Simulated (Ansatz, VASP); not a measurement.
# Cd3O2 in VASP and in Ansatz

The input INCAR:

```
SYSTEM = Cd3O2
ALGO = Normal
EDIFF = 1E-6
EDIFFG = -0.08
ENCUT = 600
GGA = PE
IBRION = 2
ISIF = 3
ISMEAR = 0
LASPH = .TRUE.
LCHARG = .FALSE.
LREAL = .FALSE.
LWAVE = .FALSE.
NELM = 60
NSW = 36
PREC = Accurate
SIGMA = 0.2
```

Contents of KPOINTS:

```
k-points
0
G
  4 4 3
  0 0 0
```

The input POSCAR:

```
Cd3O2
1.0
    3.8180799900      0.0000000000      0.0000000000
    0.0000000000      3.8180799900      0.0000000000
    0.0000000000      0.0000000000      5.6235692100
Cd O
3 2
Direct
    0.5000000000      0.0000000000      0.9934612500
    0.0000000000      0.5000000000      0.9934612500
    0.0000000000      0.0000000000      0.2721384500
    0.0000000000      0.0000000000      0.7211286400
    0.5000000000      0.5000000000      0.2898103300
```

Input for Ansatz:

```yaml
crystal:
  lattice:
    - [3.81807999, 0.0, 0.0]
    - [0.0, 3.81807999, 0.0]
    - [0.0, 0.0, 5.62356921]
  atoms:
    - { symbol: Cd, position: [0.5, 0.0, 0.99346125] }
    - { symbol: Cd, position: [0.0, 0.5, 0.99346125] }
    - { symbol: Cd, position: [0.0, 0.0, 0.27213845] }
    - { symbol: O, position: [0.0, 0.0, 0.72112864] }
    - { symbol: O, position: [0.5, 0.5, 0.28981033] }
basis:
  ecutwfc: 420
kpoints:
  mp_grid: { grid: [4, 4, 3] }
hamiltonian:
  xc: pbe
scf:
  occupations: { method: gaussian, width: 0.2 }
  lower_state_search: "off"
output:
  forces: true
  stress: true
  eigenvalues: true
relax:
  adjacent_minimum: "off"
  f_tol: 0.08
  max_steps: 16
  cell: { stress_tol: 0.8 }
```

Change from the starting cell: species swapped into the Cu3Te2 type (P4mm, No. 99).

Alike in both runs: task relaxation of cell and atoms; functional PBE; k mesh 4 × 4 × 3; occupations gaussian, width 0.2 eV; no spin polarisation.

|  | VASP | Ansatz |
| --- | --- | --- |
| version | VASP 6.6.1 | Ansatz 0.2.0 |
| potentials or method | VASP PAW PBE potentials, release 64 (Cd, O), cutoff 600 eV | scalar-relativistic, plane waves, PAW |
| valence electrons in the cell | 48 | 72 |

```tsv
	VASP	Ansatz	Ansatz less VASP
gap on the k mesh at the Fermi level, each at its own relaxed structure (eV)	0.30	0.34	+0.040
relaxed volume (Å³/atom)	22.03	22.16	+0.132
relaxed cell length with the largest relative difference (Å)	5.691	5.715	+0.0236
```

VASP's potentials hold 48 valence electrons a cell and Ansatz's 72, so a difference there can come from the potentials and not from the codes.

Noted on VASP's run: the volume moved by over 15 % at a fixed basis, so the end points are rough.
